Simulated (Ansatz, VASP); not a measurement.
Si3C in VASP and in Ansatz

```
Si C
1.0
     6.58558    0.00000    0.00000
    -3.29279    5.70328    0.00000
     0.00000    0.00000    2.70448
Si C
6 2
Direct
  0.39673 0.19836 0.75000
  0.80164 0.19836 0.75000
  0.80164 0.60327 0.75000
  0.60327 0.80164 0.25000
  0.19836 0.80164 0.25000
  0.19836 0.39673 0.25000
  0.66667 0.33333 0.25000
  0.33333 0.66667 0.75000
```

Change from the starting cell: species swapped into the KSn3 type (P6_3/mmc, No. 194).

Alike in both runs: task relaxation of cell and atoms; functional PBE; k mesh 9 × 9 × 14; occupations gaussian, width 0.1 eV; no spin polarisation.

```csv
,VASP,Ansatz
version,VASP 6.6.1,Ansatz 0.2.0
potentials or method,"VASP PAW PBE potentials, release 64 (Si, C), cutoff 600 eV","scalar-relativistic, plane waves, PAW"
valence electrons in the cell,32,32
```

|  | VASP | Ansatz | Ansatz less VASP |
| --- | --- | --- | --- |
| gap on the k mesh at the Fermi level, each at its own relaxed structure (eV) | none | none | - |
| relaxed volume (Å³/atom) | 12.65 | 12.66 | +0.009 |
| relaxed cell length with the largest relative difference (Å) | 6.497 | 6.500 | +0.0024 |

A gap of «none» marks a metal or a gap that the smearing closes.
